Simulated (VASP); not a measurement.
# ZnO (P6_3/mmc) in VASP: a series of runs, part 2 of 2

VASP 6.6.1.

## (4) Single point, LDA (strain +0.000 along x and y, +0.015 along z)

File INCAR:

```
ALGO     = Normal         # electronic algorithm
EDIFF    = 1E-6           # SCF threshold, eV
ENCUT    = 520            # plane-wave cutoff, eV
GGA      = CA             # functional
ISIF     = 2              # what is computed and relaxed
ISMEAR   = 0              # smearing method
LASPH    = True           # aspherical terms in the spheres
LCHARG   = True           # write CHGCAR
LELF     = True           # ELF
LREAL    = False          # projectors in reciprocal space
LVHAR    = True         
LWAVE    = False          # write WAVECAR
NBANDS   = 26             # bands
NELM     = 60             # most SCF steps
PREC     = Accurate       # precision mode
SIGMA    = 0.05           # smearing width, eV
```

File KPOINTS:

```
k-points
0
Gamma
  9 9 4
```

File POSCAR:

```
ZnO
1.0
    3.2879671587      0.0000000000      0.0000000000
   -1.6439835793      2.8474630862      0.0000000000
    0.0000000000      0.0000000000      7.2373979702
Zn O
2 2
Direct
    0.0000000000      0.0000000000      0.7500000000
    0.0000000000      0.0000000000      0.2500000000
    0.3333333333      0.6666666667      0.2500000000
    0.6666666667      0.3333333333      0.7500000000
```

Potentials or basis: VASP PAW LDA potentials, release 64 (Zn, O).

Started as:

```
$ cat potpaw_LDA.64/Zn/POTCAR potpaw_LDA.64/O/POTCAR > POTCAR
$ mpirun -np 1 vasp_std > vasp.out
```

OUTCAR:

```text
EDIFF = 1E-6
   ENCUT = 520
   GGA = CA
   ISIF = 2
   ISMEAR = 0
   LASPH = True
   LREAL = False
   NELM = 60
   PREC = Accurate

 ion  position               nearest neighbor table
   1  0.000  0.000  0.750-   4 1.90   4 1.90   4 1.90
   2  0.000  0.000  0.250-   3 1.90   3 1.90   3 1.90
   3  0.333  0.667  0.250-   2 1.90   2 1.90   2 1.90
   4  0.667  0.333  0.750-   1 1.90   1 1.90   1 1.90

  LATTYP: Found a hexagonal cell.
 ALAT       =     3.2879671587
 C/A-ratio  =     2.2011770863

  Lattice vectors:

 A1 = (   3.2879671587,   0.0000000000,   0.0000000000)
 A2 = (  -1.6439835793,   2.8474630862,   0.0000000000)
 A3 = (   0.0000000000,   0.0000000000,   7.2373979702)

Analysis of symmetry for initial positions (statically):
=====================================================================
 Subroutine PRICEL returns:
 Original cell was already a primitive cell.

 Routine SETGRP: Setting up the symmetry group for a
 hexagonal supercell.

[... 163 lines left out ...]

 Free energy of the ion-electron system (eV)
  ---------------------------------------------------
  ext. energy  EPLUGINS =         0.00000000
  ---------------------------------------------------
  free energy    TOTEN  =       -19.75034577 eV

  energy without entropy =      -19.75034577  energy(sigma->0) =      -19.75034577

 E-fermi :  -0.9144     XC(G=0):  -9.4265

 val. band max:       -1.2170789793   @ k =   0.0000   0.0000   0.0000
 cond. band min:      -0.4412065140   @ k =   0.0000   0.0000   0.0000
 fundamental gap:      0.7758724653
 Fermi energy:        -0.9143742168

 k-point     1 :       0.0000    0.0000    0.0000
  band No.  band energies     occupation
      1     -18.3510      2.00000
      2     -18.2733      2.00000
      3      -7.3860      2.00000
      4      -7.3860      2.00000
      5      -7.3732      2.00000
      6      -7.3732      2.00000
[... 685 lines left out ...]
     25       8.3753      0.00000
     26       8.7740      0.00000

 [... further k-points ...]
[... 5 lines left out ...]
  --------------------------------------------------------------------------------------
  -------------------------------------------------------------------------------------
  Total       -4.2723865     -4.2723865     -0.7453174     -0.0000000     -0.0000000      0.0000000
  in kB     -101.0213316   -101.0213316    -17.6231606     -0.0000000     -0.0000000      0.0000000
  external PRESSURE =     -73.2219413 kB  Pullay stress =       0.0000000 kB

 VOLUME and BASIS-vectors are now :
 -----------------------------------------------------------------------------
  energy-cutoff  :      520.00
  volume of cell :       67.76
      direct lattice vectors                 reciprocal lattice vectors
     3.287967159  0.000000000  0.000000000     0.304139291  0.175594901  0.000000000
    -1.643983579  2.847463086  0.000000000     0.000000000  0.351189803  0.000000000
     0.000000000  0.000000000  7.237397970     0.000000000  0.000000000  0.138171205

 POSITION                                       TOTAL-FORCE (eV/Angst)
 -----------------------------------------------------------------------------------
      0.00000      0.00000      5.42805        -0.000000      0.000000      0.000000
      0.00000      0.00000      1.80935         0.000000     -0.000000      0.000000
     -0.00000      1.89831      1.80935        -0.000000      0.000000      0.000000
      1.64398      0.94915      5.42805         0.000000     -0.000000     -0.000000
 -----------------------------------------------------------------------------------
    total drift:                               -0.000000      0.000000      0.000000

  FREE ENERGIE OF THE ION-ELECTRON SYSTEM (eV)
  ---------------------------------------------------
  free  energy   TOTEN  =       -19.7503457724 eV

  energy  without entropy=      -19.7503457724  energy(sigma->0) =      -19.75034577
```

OSZICAR:

```text
N       E                     dE             d eps       ncg     rms          rms(c)
DAV:   1     0.291390753978E+03    0.29139E+03   -0.17860E+04  1880   0.177E+03
DAV:   2     0.115841879841E+02   -0.27981E+03   -0.26113E+03  2036   0.385E+02
DAV:   3    -0.228472774239E+02   -0.34431E+02   -0.34032E+02  2090   0.139E+02
DAV:   4    -0.236227283923E+02   -0.77545E+00   -0.77358E+00  2124   0.222E+01
DAV:   5    -0.236273437246E+02   -0.46153E-02   -0.46148E-02  2100   0.170E+00    0.156E+01
DAV:   6    -0.197161866338E+02    0.39112E+01   -0.10193E+01  3216   0.731E+01    0.920E+00
DAV:   7    -0.198415174703E+02   -0.12533E+00   -0.31313E+00  2000   0.176E+01    0.554E+00
DAV:   8    -0.198233590844E+02    0.18158E-01   -0.99305E-01  2222   0.724E+00    0.201E+00
DAV:   9    -0.197477790892E+02    0.75580E-01   -0.18450E-01  2690   0.604E+00    0.425E-01
DAV:  10    -0.197502464306E+02   -0.24673E-02   -0.45661E-02  1910   0.150E+00    0.102E-01
DAV:  11    -0.197503618272E+02   -0.11540E-03   -0.52276E-04  2178   0.485E-01    0.491E-02
DAV:  12    -0.197503453110E+02    0.16516E-04   -0.18915E-04  2698   0.355E-01    0.953E-03
DAV:  13    -0.197503492111E+02   -0.39001E-05   -0.32708E-05  2826   0.737E-02    0.156E-02
DAV:  14    -0.197503457905E+02    0.34206E-05   -0.10308E-05  2248   0.287E-02    0.349E-03
DAV:  15    -0.197503457724E+02    0.18084E-07   -0.14631E-06  1316   0.125E-02
   1 F= -.19750346E+02 E0= -.19750346E+02  d E =-.833912E-19
```

stdout:

```text
POSCAR found type information on POSCAR ZnO
 POSCAR found :  2 types and       4 ions
 scaLAPACK will be used
 LDA part: xc-table for (Slater(with rela. corr.)+CA(PZ))
 , standard interpolation
 POSCAR, INCAR and KPOINTS ok, starting setup
 FFT: planning ... GRIDC
 FFT: planning ... GRID_SOFT
 FFT: planning ... GRID
 WAVECAR not read
 entering main loop
```

Run time: 19 s. Hardware: 1 thread of Intel Xeon 6975P-C (Granite Rapids), shared host; peak memory 0.18 GiB.

Results:

```
Free energy            : -19.7503 eV
Pressure               : -7.3 GPa
Band gap on the k mesh : 0.78 eV, direct
```

Stress tensor (GPa, compression positive):
```
-10.10   0.00   0.00
  0.00 -10.10   0.00
  0.00   0.00  -1.76
```

Caveat: the cell differs from its parent crystal (strain +0.000 along x and y, +0.015 along z).

## (5) Single point, LDA (strain +0.000 along x and y, +0.030 along z)

File INCAR:

```
SYSTEM = ZnO
ALGO = Normal ; EDIFF = 1E-7
ENCUT = 520 ; ISIF = 2
ISMEAR = 0 ; LASPH = .TRUE.
LCHARG = .FALSE. ; LREAL = .FALSE.
LWAVE = .FALSE. ; NBANDS = 26
NELM = 60 ; PREC = Accurate
SIGMA = 0.05
```

File KPOINTS:

```
k-points
0
G
  9 9 4
  0 0 0
```

Edit POSCAR of step 4 so:

```diff
@@ -4,3 +4,3 @@
    -1.6439835793      2.8474630862      0.0000000000
-    0.0000000000      0.0000000000      7.2373979702
+    0.0000000000      0.0000000000      7.3443545905
 Zn O
```

Started as:

```
$ cat potpaw_LDA.64/Zn/POTCAR potpaw_LDA.64/O/POTCAR > POTCAR
$ mpirun -np 1 vasp_std > vasp.out
```

Wall time 20 s (1 thread of Intel Xeon 6975P-C (Granite Rapids), shared host); peak memory 0.18 GiB.

The run converged. Its results:

```
Free energy            : -19.7401 eV
Pressure               : -7.2 GPa
Band gap on the k mesh : 0.79 eV, direct
```

Stress tensor (GPa, compression positive):
```
-10.01   0.00   0.00
  0.00 -10.01   0.00
  0.00   0.00  -1.72
```

Levels at points of the mesh, in eV from the valence-band top:
| k point | band 16 | band 17 | band 18 | band 19 | band 20 | band 21 |
| --- | --- | --- | --- | --- | --- | --- |
| (0.00, 0.00, 0.00) | -0.01 | 0.00 | 0.00 | 0.79 | 3.16 | 4.98 |
| (0.00, 0.00, 0.50) | 0.00 | 0.00 | 0.00 | 1.84 | 1.84 | 6.91 |

Caveat: the cell differs from its parent crystal (strain +0.000 along x and y, +0.030 along z).

## (6) Single point, LDA (strain +0.030 along x and y, -0.030 along z)

File INCAR:

```
ALGO     = Normal         # electronic algorithm
EDIFF    = 1E-6           # SCF threshold, eV
ENCUT    = 520            # plane-wave cutoff, eV
GGA      = CA             # functional
ISIF     = 2              # what is computed and relaxed
ISMEAR   = 0              # smearing method
LASPH    = True           # aspherical terms in the spheres
LCHARG   = False          # write CHGCAR
LREAL    = False          # projectors in reciprocal space
LWAVE    = False          # write WAVECAR
NBANDS   = 26             # bands
NELM     = 60             # most SCF steps
PREC     = Accurate       # precision mode
SIGMA    = 0.05           # smearing width, eV
```

File KPOINTS:

```
k-points
0
Gamma
  9 9 4
```

File POSCAR:

```
ZnO
1.0
    3.3866061734      0.0000000000      0.0000000000
   -1.6933030867      2.9328869788      0.0000000000
    0.0000000000      0.0000000000      6.9165281095
Zn O
2 2
Direct
    0.0000000000      0.0000000000      0.7500000000
    0.0000000000      0.0000000000      0.2500000000
    0.3333333333      0.6666666667      0.2500000000
    0.6666666667      0.3333333333      0.7500000000
```

Potentials or basis: VASP PAW LDA potentials, release 64 (Zn, O).

Started as:

```
$ cat potpaw_LDA.64/Zn/POTCAR potpaw_LDA.64/O/POTCAR > POTCAR
$ mpirun -np 1 vasp_std > vasp.out
```

Run time: 26 s. Hardware: 1 thread of Intel Xeon 6975P-C (Granite Rapids), shared host; peak memory 0.19 GiB.

It converged, with:

* Free energy: -19.4070 eV
* Pressure: -13.8 GPa
* Band gap on the k mesh: 0.65 eV, direct

Stress tensor (GPa, compression positive):
```
-19.71   0.00   0.00
  0.00 -19.71   0.00
  0.00   0.00  -2.04
```

Levels at points of the mesh, in eV from the valence-band top:
| k point | band 14 | band 15 | band 16 | band 17 | band 18 | band 19 | band 20 | band 21 | band 22 | band 23 |
| --- | --- | --- | --- | --- | --- | --- | --- | --- | --- | --- |
| (0.00, 0.00, 0.00) | -1.08 | -0.01 | -0.01 | 0.00 | 0.00 | 0.65 | 3.26 | 5.26 | 11.29 | 11.58 |
| (0.00, 0.00, 0.50) | -2.03 | 0.00 | 0.00 | 0.00 | 0.00 | 1.87 | 1.87 | 7.42 | 7.42 | 12.49 |

Caveat: the cell differs from its parent crystal (strain +0.030 along x and y, -0.030 along z). A k mesh can miss the band edges.

## (7) Overview

| cell | gap on the mesh (eV) | pressure (GPa) |
| --- | --- | --- |
| a = 3.337, b = 3.337, c = 6.917 Å, angles 90.0, 90.0, 120.0°, 4 atoms | 0.69 | -11.0 |
| a = 3.337, b = 3.337, c = 7.023 Å, angles 90.0, 90.0, 120.0°, 4 atoms | 0.71 | -10.8 |
| a = 3.288, b = 3.288, c = 7.237 Å, angles 90.0, 90.0, 120.0°, 4 atoms | 0.78 | -7.3 |
| a = 3.288, b = 3.288, c = 7.344 Å, angles 90.0, 90.0, 120.0°, 4 atoms | 0.79 | -7.2 |
| a = 3.387, b = 3.387, c = 6.917 Å, angles 90.0, 90.0, 120.0°, 4 atoms | 0.65 | -13.8 |

Alike in all rows: task single point; level LDA; potentials or basis VASP PAW LDA potentials, release 64 (Zn, O); no spin polarisation; k mesh 9 × 9 × 4; cutoff (eV) 520; smearing gaussian 0.05 eV.

Total energies depend on the potentials used, so only differences within one code and one set of settings carry meaning.
